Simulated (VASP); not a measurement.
# Hg (Fm-3m) in VASP: notebook, part 2 of 2

VASP 6.6.1. Earlier steps stand in the parts before.

## Step 4: Single point, r2SCAN

This run uses another cell than the first one, of 27.15 Å³/atom, 1.054 times its volume.

POSCAR

```
Hg
1.0
    0.0000000000      2.3853864474      2.3853864474
    2.3853864474      0.0000000000      2.3853864474
    2.3853864474      2.3853864474      0.0000000000
Hg
1
Direct
    0.0000000000      0.0000000000      0.0000000000
```

INCAR.step1

```
ALGO = Normal ; EDIFF = 1E-4
ENCUT = 520 ; GGA = PE
ISMEAR = -1 ; LASPH = T
LCHARG = F ; LREAL = F
LWAVE = T ; NBANDS = 12
NELM = 80 ; PREC = Accurate
SIGMA = 0.08
```

INCAR.step2

```
ALGO = Normal ; EDIFF = 1E-6
ENCUT = 520 ; ISIF = 2
ISMEAR = -1 ; ISTART = 1
LASPH = T ; LCHARG = T
LELF = T ; LMIXTAU = T
LREAL = F ; LVHAR = T
LWAVE = F ; METAGGA = R2SCAN
NBANDS = 12 ; NELM = 80
PREC = Accurate ; SIGMA = 0.08
```

KPOINTS

```
k-points
0
Gamma
  16 16 16
```

Potentials or basis: VASP PAW PBE potentials, release 64 (Hg).

Launch:

```console
$ cat potpaw_PBE.64/Hg/POTCAR > POTCAR
$ cp INCAR.step1 INCAR
$ mpirun -np 1 vasp_std > vasp.out
$ cp INCAR.step2 INCAR
$ mpirun -np 1 vasp_std > vasp.out
```

OUTCAR:

```text
EDIFF = 1E-6
   ENCUT = 520
   ISIF = 2
   ISMEAR = -1
   ISTART = 1
   LASPH = T
   LREAL = F
   METAGGA = R2SCAN
   NELM = 80
   PREC = Accurate

 ion  position               nearest neighbor table
   1  0.000  0.000  0.000-

  LATTYP: Found a face centered cubic cell.
 ALAT       =     4.7707728948

  Lattice vectors:

 A1 = (   0.0000000000,   2.3853864474,   2.3853864474)
 A2 = (   2.3853864474,   0.0000000000,   2.3853864474)
 A3 = (   2.3853864474,   2.3853864474,   0.0000000000)

Analysis of symmetry for initial positions (statically):
=====================================================================
 Subroutine PRICEL returns:
 Original cell was already a primitive cell.

 Routine SETGRP: Setting up the symmetry group for a
 face centered cubic supercell.

 Subroutine GETGRP returns: Found 48 space group operations
 (whereof 48 operations were pure point group operations)
 out of a pool of 48 trial point group operations.

The static configuration has the point symmetry O_h .

Analysis of symmetry for dynamics (positions and initial velocities):
[... 157 lines left out ...]
 E-fermi :   1.3752     XC(G=0): -10.6263

 val. band max:        1.3708013310   @ k =  -0.3750   0.4375   0.0625
 cond. band min:       1.4069059612   @ k =  -0.2500   0.5000   0.2500
 fundamental gap:      0.0361046302
 Fermi energy:         1.3752178091

 k-point     1 :       0.0000    0.0000    0.0000
  band No.  band energies     occupation
      1      -6.5473      2.00000
      2      -5.3611      2.00000
      3      -5.3611      2.00000
      4      -5.3611      2.00000
      5      -4.8808      2.00000
      6      -4.8808      2.00000
      7      15.5629      0.00000
      8      15.5629      0.00000
      9      15.5629      0.00000
     10      15.6229      0.00000
     11      19.6941      0.00000
     12      20.6806      0.00000
[... 331 lines left out ...]
 k-point    24 :      -0.0625    0.0625    0.0000
  band No.  band energies     occupation
      1      -6.3092      2.00000
      2      -5.3889      2.00000
      3      -5.3204      2.00000
      4      -5.2986      2.00000
      5      -4.9126      2.00000
      6      -4.8662      2.00000
      7      13.5774      0.00000
      8      14.1970      0.00000
      9      15.8356      0.00000
     10      15.9205      0.00000
     11      19.5053      0.00000
     12      20.7265      0.00000

 [... further k-points ...]
[... 5 lines left out ...]
  --------------------------------------------------------------------------------------
  -------------------------------------------------------------------------------------
  Total        0.0437302      0.0437302      0.0437302      0.0000000      0.0000000      0.0000000
  in kB        2.5809883      2.5809883      2.5809883      0.0000000      0.0000000      0.0000000
  external PRESSURE =       2.5809883 kB  Pullay stress =       0.0000000 kB

 VOLUME and BASIS-vectors are now :
 -----------------------------------------------------------------------------
  energy-cutoff  :      520.00
  volume of cell :       27.15
      direct lattice vectors                 reciprocal lattice vectors
     0.000000000  2.385386447  2.385386447    -0.209609642  0.209609642  0.209609642
     2.385386447  0.000000000  2.385386447     0.209609642 -0.209609642  0.209609642
     2.385386447  2.385386447  0.000000000     0.209609642  0.209609642 -0.209609642

 POSITION                                       TOTAL-FORCE (eV/Angst)
 -----------------------------------------------------------------------------------
      0.00000      0.00000      0.00000         0.000000     -0.000000      0.000000
 -----------------------------------------------------------------------------------
    total drift:                               -0.000000     -0.000000     -0.000000

  FREE ENERGIE OF THE ION-ELECTRON SYSTEM (eV)
  ---------------------------------------------------
  free  energy   TOTEN  =       -49.3467378558 eV

  energy  without entropy=      -49.3417149958  energy(sigma->0) =      -49.34422643
```

OSZICAR.step1:

```text
N       E                     dE             d eps       ncg     rms          rms(c)
DAV:   1     0.735281570927E+02    0.73528E+02   -0.64872E+03  3652   0.943E+02
DAV:   2     0.111123438960E+01   -0.72417E+02   -0.67435E+02  3760   0.224E+02
DAV:   3    -0.174523210910E+00   -0.12858E+01   -0.12851E+01  4176   0.334E+01
DAV:   4    -0.175783844716E+00   -0.12606E-02   -0.12606E-02  3932   0.109E+00
DAV:   5    -0.175785711280E+00   -0.18666E-05   -0.18668E-05  3316   0.413E-02    0.227E+00
DAV:   6    -0.158551225148E+00    0.17234E-01   -0.44632E-02  4164   0.236E+00    0.178E+00
DAV:   7    -0.157727247518E+00    0.82398E-03   -0.60303E-03  4124   0.748E-01    0.832E-01
DAV:   8    -0.157888548254E+00   -0.16130E-03   -0.69975E-04  3736   0.317E-01    0.303E-02
DAV:   9    -0.157912263347E+00   -0.23715E-04   -0.14478E-05  2016   0.343E-02
   1 F= -.15791226E+00 E0= -.15499626E+00  d E =-.583200E-02
```

Wall time 2.4 min (1 thread of AMD EPYC 9R45 (Zen 5), shared host); peak memory 0.16 GiB.

What came out:

```yaml
Free_energy: -49.3467 eV
Pressure: 0.3 GPa
Band_gap_on_the_k_mesh: zero (band 6 reaches 1.48 eV, above the bottom of band 7 at 0.73 eV)
```

Caveat: the PAW data sets were made with another functional, which shifts forces and pressure a little; spin-orbit coupling is left out, which moves the levels of the heavy elements.

## Step 5: Relaxation of cell and atoms, r2SCAN

This run uses another cell than the first one, of 26.32 Å³/atom, 1.022 times its volume.

POSCAR

```
Hg
1.0
    0.0000000000      2.3609717821      2.3609717821
    2.3609717821      0.0000000000      2.3609717821
    2.3609717821      2.3609717821      0.0000000000
Hg
1
Direct
    0.0000000000      0.0000000000      0.0000000000
```

INCAR.step1

```
PREC = Accurate ; ENCUT = 600
ISMEAR = -1 ; SIGMA = 0.08
LREAL = False ; LASPH = True
NELM = 80 ; GGA = PE
ALGO = Normal ; EDIFF = 1E-4
LWAVE = True ; LCHARG = False
```

INCAR.step2

```
PREC = Accurate ; ENCUT = 600
EDIFF = 1E-7 ; ISMEAR = -1
SIGMA = 0.08 ; LREAL = False
LASPH = True ; NELM = 80
ALGO = Normal ; ISIF = 3
LWAVE = False ; LCHARG = False
METAGGA = R2SCAN ; LMIXTAU = True
IBRION = 2 ; NSW = 60
EDIFFG = -0.005 ; ISTART = 1
```

KPOINTS

```
regular mesh
0
Gamma
  16 16 16
```

Potentials or basis: VASP PAW PBE potentials, release 64 (Hg).

Launch:

```console
$ cat potpaw_PBE.64/Hg/POTCAR > POTCAR
$ cp INCAR.step1 INCAR
$ mpirun -np 1 vasp_std > vasp.out
$ cp INCAR.step2 INCAR
$ mpirun -np 1 vasp_std > vasp.out
```

OUTCAR:

```text
PREC = Accurate
   ENCUT = 600
   EDIFF = 1E-7
   ISMEAR = -1
   LREAL = False
   LASPH = True
   NELM = 80
   ISIF = 3
   METAGGA = R2SCAN
   IBRION = 2
   NSW = 60
   EDIFFG = -0.005
   ISTART = 1

 ion  position               nearest neighbor table
   1  0.000  0.000  0.000-

  LATTYP: Found a face centered cubic cell.
 ALAT       =     4.7219435642

  Lattice vectors:

 A1 = (   0.0000000000,   2.3609717821,   2.3609717821)
 A2 = (   2.3609717821,   0.0000000000,   2.3609717821)
 A3 = (   2.3609717821,   2.3609717821,   0.0000000000)

Analysis of symmetry for initial positions (statically):
=====================================================================
 Subroutine PRICEL returns:
 Original cell was already a primitive cell.

 Routine SETGRP: Setting up the symmetry group for a
 face centered cubic supercell.

 Subroutine GETGRP returns: Found 48 space group operations
 (whereof 48 operations were pure point group operations)
 out of a pool of 48 trial point group operations.

The static configuration has the point symmetry O_h .

Analysis of symmetry for dynamics (positions and initial velocities):
=====================================================================
 Subroutine PRICEL returns:
 Original cell was already a primitive cell.

 Routine SETGRP: Setting up the symmetry group for a
 face centered cubic supercell.

 Subroutine GETGRP returns: Found 48 space group operations
 (whereof 48 operations were pure point group operations)
 out of a pool of 48 trial point group operations.

The dynamic configuration has the point symmetry O_h .

 Subroutine INISYM returns: Found 48 space group operations
 (whereof 48 operations are pure point group operations),
 and found     1 'primitive' translations

----------------------------------------------------------------------------------------

                                     Primitive cell

  volume of cell :      26.3210

  direct lattice vectors                    reciprocal lattice vectors
     0.000000000  2.360971782  2.360971782    -0.211777203  0.211777203  0.211777203
     2.360971782  0.000000000  2.360971782     0.211777203 -0.211777203  0.211777203
     2.360971782  2.360971782  0.000000000     0.211777203  0.211777203 -0.211777203

  length of vectors
     3.338918315  3.338918315  3.338918315     0.366808875  0.366808875  0.366808875

  position of ions in fractional coordinates (direct lattice)
     0.000000000  0.000000000  0.000000000

  ion indices of the primitive-cell ions
   primitive index   ion index
                 1           1

----------------------------------------------------------------------------------------

 KPOINTS: regular mesh

Automatic generation of k-mesh.
 Grid dimensions read from file:
 generate k-points for:   16   16   16

 Generating k-lattice:

[... 22 lines left out ...]
  0.250000  0.000000  0.000000      8.000000
  0.312500  0.000000  0.000000      8.000000
[... 16 lines left out ...]
 -0.125000  0.062500  0.000000     24.000000
 -0.062500  0.062500  0.000000     12.000000
 [... further k-points ...]
   k-points           NKPTS =    145   k-points in BZ     NKDIM =    145   number of bands    NBANDS=     10
   number of dos      NEDOS =    301   number of ions     NIONS =      1
   total plane-waves  NPLWV =  21952
   dimension x,y,z NGX =    28 NGY =   28 NGZ =   28
   dimension x,y,z NGXF=    56 NGYF=   56 NGZF=   56
   ions per type =               1
   NGX,Y,Z   is equivalent  to a cutoff of  13.94, 13.94, 13.94 a.u.
   NGXF,Y,Z  is equivalent  to a cutoff of  27.88, 27.88, 27.88 a.u.
 SYSTEM =  unknown system
   PREC   = accura    normal or accurate (medium, high low for compatibility)
   ISTART =      1    job   : 0-new  1-cont  2-samecut
   ICHARG =      0    charge: 1-file 2-atom 10-const
   ISPIN  =      1    spin polarized calculation?
   LNONCOLLINEAR =      F non collinear calculations
   LSORBIT =      F    spin-orbit coupling
   LASPH  =      T    aspherical Exc in radial PAW
   ENCUT  =  600.0 eV  44.10 Ry    6.64 a.u.   6.67  6.67  6.67*2*pi/ulx,y,z
   NELM   =     80;   NELMIN=  2; NELMDL=  0     # of ELM steps
   EDIFF  = 0.1E-06   stopping-criterion for ELM
   LREAL  =      F    real-space projection
   EDIFFG = -.5E-02   stopping-criterion for IOM
   NSW    =     60    number of steps for IOM
   IBRION =      2    ionic relax: 0-MD 1-quasi-New 2-CG
   NFREE  =      1    steps in history (QN), initial steepest desc. (CG)
   ISIF   =      3    stress and relaxation
   ISYM   =      2    0-nonsym 1-usesym 2-fastsym
   POTIM  = 0.5000    time-step for ionic-motion
   TEBEG  =    0.0;   TEEND  =   0.0 temperature during run
   PSTRESS=    0.0 pullay stress
   NELECT =      12.0000    total number of electrons
   NUPDOWN=      -1.0000    fix difference up-down
   EMIN   =  10.00;   EMAX   =-10.00  energy-range for DOS
   EFERMI =   0.00;   METHOD = LEGACY
   ISMEAR =    -1;   SIGMA  =   0.08  broadening in eV -4-tet -1-fermi 0-gaus
   EFERMI_NEDOS =   21; number of points for ismear=-14 and -15
   IALGO  =     38    algorithm
   IMIX   =      4    mixing-type and parameters
     AMIX     =   0.40;   BMIX     =  1.00
     AMIX_MAG =   1.60;   BMIX_MAG =  1.00
  volume/ion in A,a.u.               =      26.32       177.62
  Fermi-wavevector in a.u.,A,eV,Ry     =   1.259992  2.381040 21.600335  1.587580
  Thomas-Fermi vector in A             =   2.393524
   LORBIT       =      0    0 simple, 1 ext, 2 COOP (PROOUT), +10 PAW based schemes
   METAGGA = R2SCAN    functional components
   LHFCALC =     F    Hartree Fock is set to
   AEXX    =    0.0000 exact exchange contribution
   IVDW    =     0    specifies the selected vdW correction
   LEPSILON=     F    determine dielectric tensor
   LRPA    =     F    only Hartree local field effects (RPA)
 conjugate gradient relaxation of ions
 non-spin polarized calculation
  energy-cutoff  :      600.00
  volume of cell :       26.32
 maximum number of plane-waves:       901
   NGX = 13   NGY = 13   NGZ = 13

--------------------------------------- Ionic step        1  -------------------------------------------

 number of electron      11.9999999 magnetization

 Free energy of the ion-electron system (eV)
  ---------------------------------------------------
  ext. energy  EPLUGINS =         0.00000000
  ---------------------------------------------------
  free energy    TOTEN  =       -49.34367506 eV

  energy without entropy =      -49.33829529  energy(sigma->0) =      -49.34098517

------------------------ aborting loop because EDIFF is reached ----------------------------------------

  FORCE on cell =-STRESS in cart. coord.  units (eV):
  Direction    XX          YY          ZZ          XY          YZ          ZX
  --------------------------------------------------------------------------------------
  -------------------------------------------------------------------------------------
  Total        0.1331418      0.1331418      0.1331418     -0.0000000      0.0000000      0.0000000
  in kB        8.1044333      8.1044333      8.1044333     -0.0000000      0.0000000      0.0000000
  external PRESSURE =       8.1044333 kB  Pullay stress =       0.0000000 kB
[... 92 lines left out ...]
--------------------------------------- Ionic step        4  -------------------------------------------

 number of electron      12.0000000 magnetization

 Free energy of the ion-electron system (eV)
  ---------------------------------------------------
  ext. energy  EPLUGINS =         0.00000000
  ---------------------------------------------------
  free energy    TOTEN  =       -49.34712691 eV

  energy without entropy =      -49.34234079  energy(sigma->0) =      -49.34473385

 E-fermi :   1.1545     XC(G=0): -10.4741

 val. band max:        1.1484333366   @ k =  -0.2500   0.5000   0.2500
 cond. band min:       1.1573821701   @ k =  -0.3125   0.5000   0.1875
 fundamental gap:      0.0089488335
 Fermi energy:         1.1544856145

 k-point     1 :       0.0000    0.0000    0.0000
  band No.  band energies     occupation
      1      -6.5338      2.00000
      2      -5.4665      2.00000
      3      -5.4665      2.00000
      4      -5.4665      2.00000
      5      -5.0129      2.00000
      6      -5.0129      2.00000
      7      15.1377      0.00000
      8      15.1377      0.00000
      9      15.1377      0.00000
     10      15.3728      0.00000
[... 287 lines left out ...]
 k-point    24 :      -0.0625    0.0625    0.0000
  band No.  band energies     occupation
      1      -6.3018      2.00000
      2      -5.4922      2.00000
      3      -5.4279      2.00000
      4      -5.4064      2.00000
      5      -5.0427      2.00000
      6      -4.9987      2.00000
      7      13.1787      0.00000
      8      13.8226      0.00000
      9      15.3913      0.00000
     10      15.6205      0.00000

 [... further k-points ...]
[... 5 lines left out ...]
  --------------------------------------------------------------------------------------
  -------------------------------------------------------------------------------------
  Total       -0.0044551     -0.0044551     -0.0044551      0.0000000     -0.0000000      0.0000000
  in kB       -0.2561557     -0.2561557     -0.2561557      0.0000000     -0.0000000      0.0000000
  external PRESSURE =      -0.2561557 kB  Pullay stress =       0.0000000 kB
[... 16 lines left out ...]
  FREE ENERGIE OF THE ION-ELECTRON SYSTEM (eV)
  ---------------------------------------------------
  free  energy   TOTEN  =       -49.3471269052 eV

  energy  without entropy=      -49.3423407912  energy(sigma->0) =      -49.34473385

 reached required accuracy - stopping structural energy minimisation
```

OUTCAR.step1:

```text
PREC = Accurate
   ENCUT = 600
   ISMEAR = -1
   LREAL = False
   LASPH = True
   NELM = 80
[... 526 lines left out ...]
 POSITION                                       TOTAL-FORCE (eV/Angst)
 -----------------------------------------------------------------------------------
      0.00000      0.00000      0.00000         0.000000      0.000000      0.000000
 -----------------------------------------------------------------------------------
    total drift:                               -0.000000      0.000000     -0.000000

  FREE ENERGIE OF THE ION-ELECTRON SYSTEM (eV)
  ---------------------------------------------------
  free  energy   TOTEN  =        -0.1500294191 eV

  energy  without entropy=       -0.1437703787  energy(sigma->0) =       -0.14689990
```

Wall time 8.8 min (1 thread of AMD EPYC 9R45 (Zen 5), shared host); peak memory 0.18 GiB.

What came out:

* Free energy: -49.3471 eV
* Relaxed volume: 27.87 Å³/atom
* Relaxed cell: a = 3.403 Å, b = 3.403 Å, c = 3.403 Å, α = 60.00°, β = 60.00°, γ = 60.00°
* Space group after relaxing (to 0.05 Å): Fm-3m (No. 225)
* Energy gained by relaxing: 3.5 meV/atom
* Ionic steps: 4
* Pressure after relaxing: 0.0 GPa
* Band gap on the k mesh: zero (band 6 reaches 1.21 eV, above the bottom of band 7 at 0.65 eV)

Step by step:
| step | energy change (eV) | largest force (eV/Å) | pressure (GPa) | volume (Å³) |
| --- | --- | --- | --- | --- |
| 1 | 0.0000 | 0.0000 | 0.81 | 26.32 |
| 2 | -0.0021 | 0.0000 | 0.49 | 26.83 |
| 3 | -0.0033 | 0.0000 | -0.14 | 28.18 |
| 4 | -0.0035 | 0.0000 | -0.03 | 27.87 |

Final structure:
```cif
data_structure
_symmetry_space_group_name_H-M 'P 1'
_symmetry_Int_Tables_number 1
_cell_length_a 3.4030
_cell_length_b 3.4030
_cell_length_c 3.4030
_cell_angle_alpha 60.000
_cell_angle_beta 60.000
_cell_angle_gamma 60.000
_cell_volume 27.87
loop_
_atom_site_label
_atom_site_type_symbol
_atom_site_fract_x
_atom_site_fract_y
_atom_site_fract_z
_atom_site_occupancy
Hg1 Hg 0.00000 0.00000 0.00000 1
```

Levels at points of the mesh, in eV from the Fermi level:
| k point | band 3 | band 4 | band 5 | band 6 | band 7 | band 8 | band 9 | band 10 |
| --- | --- | --- | --- | --- | --- | --- | --- | --- |
| (0.00, 0.00, 0.00) | -6.62 | -6.62 | -6.17 | -6.17 | 13.98 | 13.98 | 13.98 | 14.22 |
| (0.50, 0.00, 0.00) | -6.62 | -5.77 | -5.77 | -1.75 | -0.50 | 11.80 | 11.80 | 13.39 |
| (0.50, 0.50, 0.00) | -5.80 | -5.67 | -5.67 | 0.05 | 0.73 | 7.10 | 7.10 | 11.03 |

Caveat: the PAW data sets were made with another functional, which shifts forces and pressure a little; spin-orbit coupling is left out, which moves the levels of the heavy elements.

## Step 6: The runs side by side

| task | level | cell | cutoff (eV) | gap on the mesh (eV) | pressure (GPa) |
| --- | --- | --- | --- | --- | --- |
| single point | r2SCAN+D3(BJ) | a = 3.314 Å, angles 60.0°, 1 atom | 520 | none | -0.1 |
| single point | r2SCAN+D3(BJ) | a = 3.339 Å, angles 60.0°, 1 atom | 520 | none | -0.4 |
| single point | r2SCAN | a = 3.373 Å, angles 60.0°, 1 atom | 520 | none | 0.3 |
| relaxation of cell and atoms | r2SCAN | relaxed from a = 3.339 Å, angles 60.0°, 1 atom | 600 | none | 0.0 |

Alike in all rows: potentials or basis VASP PAW PBE potentials, release 64 (Hg); no spin polarisation; k mesh 16 × 16 × 16; smearing fermi-dirac 0.08 eV.

Caveats: the PAW data sets were made with another functional, which shifts forces and pressure a little; spin-orbit coupling is left out, which moves the levels of the heavy elements; three body term missing (some runs); pairwise dispersion overbinds metals, which lowers pressure and volume (some runs).

Absolute energies hang on the potentials; compare differences alone.
